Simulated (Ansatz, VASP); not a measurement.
**One calculation of CdSe, two programs**

The input INCAR:

```
SYSTEM = CdSe
PREC = Accurate ; ENCUT = 520
EDIFF = 1E-6 ; ISMEAR = -1
SIGMA = 0.05 ; LREAL = .FALSE.
LASPH = .TRUE. ; NELM = 100
ALGO = Normal ; ISIF = 2
LWAVE = .FALSE. ; LCHARG = .FALSE.
GGA = PS ; NBANDS = 16
```

KPOINTS

```
regular mesh
0
G
  12 12 12
  0 0 0
```

The input POSCAR:

```
CdSe
1.0
    0.0000000000      2.3054914373      2.3054914373
    2.3054914373      0.0000000000      2.3054914373
    2.3054914373      2.3054914373      0.0000000000
Cd Se
1 1
Direct
    0.0000000000      0.0000000000      0.0000000000
    0.5000000000      0.5000000000      0.5000000000
```

Input for Ansatz:

```yaml
crystal:
  lattice:
    - [0.0, 2.3054914373, 2.3054914373]
    - [2.3054914373, 0.0, 2.3054914373]
    - [2.3054914373, 2.3054914373, 0.0]
  atoms:
    - { symbol: Cd, position: [0.0, 0.0, 0.0] }
    - { symbol: Se, position: [0.5, 0.5, 0.5] }
kpoints:
  mp_grid: { grid: [12, 12, 12] }
  band_path:
    path:
      - [0.0, 0.0, 0.0]
      - [0.5, 0.0, 0.5]
      - [0.625, 0.25, 0.625]
      - [0.375, 0.375, 0.75]
      - [0.0, 0.0, 0.0]
      - [0.5, 0.5, 0.5]
      - [0.5, 0.25, 0.75]
      - [0.5, 0.0, 0.5]
    npoints: 8
scf:
  occupations: { method: fermi_dirac, width: 0.05 }
hamiltonian:
  xc: pbesol
  pseudopotentials: { kind: all_electron, lapw: { basis_error: 0.001 } }
output:
  forces: true
  stress: true
  eigenvalues: true
  populations: true
  dos: { projected: true, de: 0.2, e_range: [-14, 8] }
```

Change from the starting cell: volume scaled by 0.55, LAPW.

Alike in both runs: task single point; functional PBEsol; k mesh 12 × 12 × 12; occupations fermi-dirac, width 0.05 eV; no spin polarisation.

|  | VASP | Ansatz |
| --- | --- | --- |
| version | VASP 6.6.1 | Ansatz 0.2.0 |
| potentials or method | VASP PAW PBE potentials, release 64 (Cd, Se), cutoff 520 eV | all-electron LAPW, scalar-relativistic |

|  | VASP | Ansatz | Ansatz less VASP |
| --- | --- | --- | --- |
| pressure (GPa) | 183.7 | 176.4 | -7.35 |

VASP's potentials were made for PBE, not for PBEsol. Both programs put the cell under a high pressure, so it lies far from rest at this level. Ansatz ran all-electron here, and VASP with PAW potentials.

Noted on VASP's run: the cell as given lies far from equilibrium.
